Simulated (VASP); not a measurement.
# Se (P3_121) in VASP: further runs, part 2 of 3

VASP 6.6.1. The steps go on from the part before.

## Step 3: Single point, LDA

Contents of INCAR:

```
PREC = Accurate ; ENCUT = 520
EDIFF = 1E-6 ; ISMEAR = 0
SIGMA = 0.01 ; LREAL = False
LASPH = True ; NELM = 100
ALGO = Normal ; ISIF = 2
LWAVE = False ; LCHARG = False
NBANDS = 16
```

Contents of KPOINTS:

```
regular mesh
0
Gamma
  12 12 8
```

Contents of POSCAR:

```
Se
1.0
    3.9454623904      0.0000000000      0.0000000000
   -1.9727311952      3.4168706598      0.0000000000
    0.0000000000      0.0000000000      5.1209927653
Se
3
Direct
    0.2554385494      0.0000000000      0.3333333333
    0.0000000000      0.2554385494      0.6666666667
    0.7445614506      0.7445614506      0.0000000000
```

Potentials or basis: VASP PAW LDA potentials, release 64 (Se).

Run with:

```sh
$ cat potpaw_LDA.64/Se/POTCAR > POTCAR
$ mpirun -np 1 vasp_std > vasp.out
```

OUTCAR:

```text
PREC = Accurate
   ENCUT = 520
   EDIFF = 1E-6
   ISMEAR = 0
   LREAL = False
   LASPH = True
   NELM = 100
   ISIF = 2

 ion  position               nearest neighbor table
   1  0.255  0.000  0.333-   3 2.44   2 2.44
   2  0.000  0.255  0.667-   3 2.44   1 2.44
   3  0.745  0.745  0.000-   1 2.44   2 2.44

  LATTYP: Found a hexagonal cell.
 ALAT       =     3.9454623904
 C/A-ratio  =     1.2979448943

  Lattice vectors:

 A1 = (   3.9454623904,   0.0000000000,   0.0000000000)
 A2 = (  -1.9727311952,   3.4168706598,   0.0000000000)
 A3 = (   0.0000000000,   0.0000000000,   5.1209927653)

Analysis of symmetry for initial positions (statically):
=====================================================================
 Subroutine PRICEL returns:
 Original cell was already a primitive cell.

 Routine SETGRP: Setting up the symmetry group for a
 hexagonal supercell.

 Subroutine GETGRP returns: Found  6 space group operations
 (whereof  2 operations were pure point group operations)
 out of a pool of 24 trial point group operations.

The static configuration has the point symmetry C_2 .
 The point group associated with its full space group is D_3 .

Analysis of symmetry for dynamics (positions and initial velocities):
=====================================================================
 Subroutine PRICEL returns:
 Original cell was already a primitive cell.

 Routine SETGRP: Setting up the symmetry group for a
 hexagonal supercell.

 Subroutine GETGRP returns: Found  6 space group operations
 (whereof  2 operations were pure point group operations)
 out of a pool of 24 trial point group operations.

The dynamic configuration has the point symmetry C_2 .
 The point group associated with its full space group is D_3 .

 Subroutine INISYM returns: Found  6 space group operations
 (whereof  2 operations are pure point group operations),
 and found     1 'primitive' translations

----------------------------------------------------------------------------------------

                                     Primitive cell

  volume of cell :      69.0368

  direct lattice vectors                    reciprocal lattice vectors
     3.945462390  0.000000000  0.000000000     0.253455717  0.146332727  0.000000000
    -1.972731195  3.416870660  0.000000000     0.000000000  0.292665453  0.000000000
     0.000000000  0.000000000  5.120992765     0.000000000  0.000000000  0.195274636

  length of vectors
     3.945462390  3.945462390  5.120992765     0.292665453  0.292665453  0.195274636

  position of ions in fractional coordinates (direct lattice)
     0.255438549  0.000000000  0.333333333
     0.000000000  0.255438549  0.666666667
     0.744561451  0.744561451  0.000000000

  ion indices of the primitive-cell ions
   primitive index   ion index
                 1           1
                 2           2
                 3           3

----------------------------------------------------------------------------------------

 KPOINTS: regular mesh

Automatic generation of k-mesh.
 Grid dimensions read from file:
 generate k-points for:   12   12    8

 Generating k-lattice:

  Cartesian coordinates                     Fractional coordinates (reciprocal lattice)
     0.021121310  0.012194394  0.000000000     0.083333333  0.000000000  0.000000000
     0.000000000  0.024388788  0.000000000     0.000000000  0.083333333  0.000000000
     0.000000000  0.000000000  0.024409330     0.000000000  0.000000000  0.125000000

  Length of vectors
     0.024388788  0.024388788  0.024409330

  Shift w.r.t. Gamma in fractional coordinates (k-lattice)
     0.000000000  0.000000000  0.000000000

 Subroutine IBZKPT returns following result:
 ===========================================

 Found    131 irreducible k-points:

 Following reciprocal coordinates:
            Coordinates               Weight
  0.000000  0.000000  0.000000      1.000000
  0.083333 -0.000000  0.000000      6.000000
  0.166667 -0.000000  0.000000      6.000000
  0.250000 -0.000000  0.000000      6.000000
  0.333333 -0.000000  0.000000      6.000000
  0.416667 -0.000000  0.000000      6.000000
[... 16 lines left out ...]
  0.166667 -0.000000  0.125000      6.000000
  0.000000  0.166667  0.125000      6.000000
 [... further k-points ...]
   k-points           NKPTS =    131   k-points in BZ     NKDIM =    131   number of bands    NBANDS=     16
   number of dos      NEDOS =    301   number of ions     NIONS =      3
   total plane-waves  NPLWV =  36000
   dimension x,y,z NGX =    30 NGY =   30 NGZ =   40
   dimension x,y,z NGXF=    60 NGYF=   60 NGZF=   80
   ions per type =               3
   NGX,Y,Z   is equivalent  to a cutoff of  12.64, 12.64, 12.99 a.u.
   NGXF,Y,Z  is equivalent  to a cutoff of  25.28, 25.28, 25.97 a.u.
 SYSTEM =  unknown system
   PREC   = accura    normal or accurate (medium, high low for compatibility)
   ISTART =      0    job   : 0-new  1-cont  2-samecut
   ICHARG =      2    charge: 1-file 2-atom 10-const
   ISPIN  =      1    spin polarized calculation?
   LNONCOLLINEAR =      F non collinear calculations
   LSORBIT =      F    spin-orbit coupling
   LASPH  =      T    aspherical Exc in radial PAW
   ENCUT  =  520.0 eV  38.22 Ry    6.18 a.u.   7.34  7.34  9.52*2*pi/ulx,y,z
   NELM   =    100;   NELMIN=  2; NELMDL= -5     # of ELM steps
   EDIFF  = 0.1E-05   stopping-criterion for ELM
   LREAL  =      F    real-space projection
   EDIFFG = 0.1E-04   stopping-criterion for IOM
   NSW    =      0    number of steps for IOM
   IBRION =     -1    ionic relax: 0-MD 1-quasi-New 2-CG
   NFREE  =      0    steps in history (QN), initial steepest desc. (CG)
   ISIF   =      2    stress and relaxation
   ISYM   =      2    0-nonsym 1-usesym 2-fastsym
   POTIM  = 0.5000    time-step for ionic-motion
   TEBEG  =    0.0;   TEEND  =   0.0 temperature during run
   PSTRESS=    0.0 pullay stress
   NELECT =      18.0000    total number of electrons
   NUPDOWN=      -1.0000    fix difference up-down
   EMIN   =  10.00;   EMAX   =-10.00  energy-range for DOS
   EFERMI =   0.00;   METHOD = LEGACY
   ISMEAR =     0;   SIGMA  =   0.01  broadening in eV -4-tet -1-fermi 0-gaus
   EFERMI_NEDOS =   21; number of points for ismear=-14 and -15
   IALGO  =     38    algorithm
   IMIX   =      4    mixing-type and parameters
     AMIX     =   0.40;   BMIX     =  1.00
     AMIX_MAG =   1.60;   BMIX_MAG =  1.00
  volume/ion in A,a.u.               =      23.01       155.29
  Fermi-wavevector in a.u.,A,eV,Ry     =   1.045857  1.976382 14.882270  1.093816
  Thomas-Fermi vector in A             =   2.180670
   LORBIT       =      0    0 simple, 1 ext, 2 COOP (PROOUT), +10 PAW based schemes
   GGA     = CA    functional components
   LHFCALC =     F    Hartree Fock is set to
   AEXX    =    0.0000 exact exchange contribution
   IVDW    =     0    specifies the selected vdW correction
   LEPSILON=     F    determine dielectric tensor
   LRPA    =     F    only Hartree local field effects (RPA)
 non-spin polarized calculation
 Gauss-broadening in eV      SIGMA  =   0.01
  energy-cutoff  :      520.00
  volume of cell :       69.04
 maximum number of plane-waves:      1892
 NGX is ok and might be reduce to    30
   NGX = 15   NGY = 15   NGZ = 19

 number of electron      18.0000000 magnetization

 Free energy of the ion-electron system (eV)
  ---------------------------------------------------
  ext. energy  EPLUGINS =         0.00000000
  ---------------------------------------------------
  free energy    TOTEN  =       -12.47793403 eV

  energy without entropy =      -12.47793403  energy(sigma->0) =      -12.47793403

 E-fermi :   4.5026     XC(G=0): -10.0135

 val. band max:        4.4618635752   @ k =   0.3333   0.3333   0.5000
 cond. band min:       4.7347527416   @ k =   0.3333   0.3333   0.5000
 fundamental gap:      0.2728891664
 Fermi energy:         4.5026086623

 k-point     1 :       0.0000    0.0000    0.0000
  band No.  band energies     occupation
      1     -11.9175      2.00000
      2      -7.7120      2.00000
      3      -7.7120      2.00000
      4       0.6884      2.00000
      5       1.0243      2.00000
      6       1.0243      2.00000
[... 433 lines left out ...]
      3      -6.8890      2.00000
      4      -0.4369      2.00000
      5      -0.0407      2.00000
      6       0.8565      2.00000
[... 8 lines left out ...]
     15      12.2560      0.00000
     16      12.9433      0.00000

 [... further k-points ...]

------------------------ aborting loop because EDIFF is reached ----------------------------------------

  FORCE on cell =-STRESS in cart. coord.  units (eV):
  Direction    XX          YY          ZZ          XY          YZ          ZX
  --------------------------------------------------------------------------------------
  -------------------------------------------------------------------------------------
  Total        0.0843687      0.0843687      0.1467931     -0.0000000      0.0000000     -0.0000000
  in kB        1.9579942      1.9579942      3.4067124     -0.0000000      0.0000000     -0.0000000
  external PRESSURE =       2.4409003 kB  Pullay stress =       0.0000000 kB

 VOLUME and BASIS-vectors are now :
 -----------------------------------------------------------------------------
  energy-cutoff  :      520.00
  volume of cell :       69.04
      direct lattice vectors                 reciprocal lattice vectors
     3.945462390  0.000000000  0.000000000     0.253455717  0.146332727  0.000000000
    -1.972731195  3.416870660  0.000000000     0.000000000  0.292665453  0.000000000
     0.000000000  0.000000000  5.120992765     0.000000000  0.000000000  0.195274636

 POSITION                                       TOTAL-FORCE (eV/Angst)
 -----------------------------------------------------------------------------------
      1.00782      0.00000      1.70700         0.037008     -0.000000     -0.000000
     -0.50391      0.87280      3.41400        -0.018504      0.032050      0.000000
      1.46882      2.54407      0.00000        -0.018504     -0.032050      0.000000
 -----------------------------------------------------------------------------------
    total drift:                               -0.000000     -0.000000      0.000000

  FREE ENERGIE OF THE ION-ELECTRON SYSTEM (eV)
  ---------------------------------------------------
  free  energy   TOTEN  =       -12.4779340272 eV

  energy  without entropy=      -12.4779340272  energy(sigma->0) =      -12.47793403
```

OSZICAR:

```text
N       E                     dE             d eps       ncg     rms          rms(c)
DAV:   1     0.767649268678E+02    0.76765E+02   -0.74113E+03  4192   0.953E+02
DAV:   2    -0.789545423699E+01   -0.84660E+02   -0.80192E+02  5704   0.155E+02
DAV:   3    -0.125348150691E+02   -0.46394E+01   -0.46199E+01  5040   0.412E+01
DAV:   4    -0.125645147622E+02   -0.29700E-01   -0.29695E-01  5656   0.387E+00
DAV:   5    -0.125646914591E+02   -0.17670E-03   -0.17669E-03  5224   0.288E-01    0.766E+00
DAV:   6    -0.125017091678E+02    0.62982E-01   -0.29103E-02  5256   0.105E+00    0.468E+00
DAV:   7    -0.124787900843E+02    0.22919E-01   -0.56750E-02  5000   0.140E+00    0.185E-01
DAV:   8    -0.124779151770E+02    0.87491E-03   -0.81059E-03  4664   0.547E-01    0.110E-01
DAV:   9    -0.124779395273E+02   -0.24350E-04   -0.23149E-04  6064   0.994E-02    0.303E-02
DAV:  10    -0.124779336146E+02    0.59127E-05   -0.25241E-05  5096   0.319E-02    0.575E-03
DAV:  11    -0.124779340272E+02   -0.41268E-06   -0.47659E-06  5464   0.122E-02
   1 F= -.12477934E+02 E0= -.12477934E+02  d E =-.120788E-11
```

Wall time 60 s (1 thread of AMD EPYC 9R45 (Zen 5), shared host); peak memory 0.2 GiB.

What came out:

| Item | Value |
| --- | --- |
| Free energy | -12.4779 eV |
| Pressure | 0.2 GPa |
| Largest force | 0.037 eV/Å |
| Band gap on the k mesh | 0.27 eV |

Forces in eV/Å, atoms in the order of the input:
```
Se   0.037  0.000  0.000
Se  -0.019  0.032  0.000
Se  -0.019 -0.032  0.000
```

Stress tensor (GPa, compression positive):
```
0.20 0.00 0.00
0.00 0.20 0.00
0.00 0.00 0.34
```

Levels at points of the mesh, in eV from the valence-band top:
```tsv
k point	band 7	band 8	band 9	band 10	band 11	band 12
(0.00, 0.00, 0.00)	-1.99	-1.99	-0.71	1.31	1.31	1.99
(0.50, 0.00, 0.00)	-4.03	-1.47	-1.02	1.22	1.41	3.90
(0.00, 0.00, 0.50)	-1.53	-1.35	-1.35	0.73	0.73	0.73
(0.50, 0.00, 0.50)	-2.76	-2.28	-0.19	1.09	2.37	2.99
```

A k mesh can miss the band edges.

(Continued in part 3 of 3.)
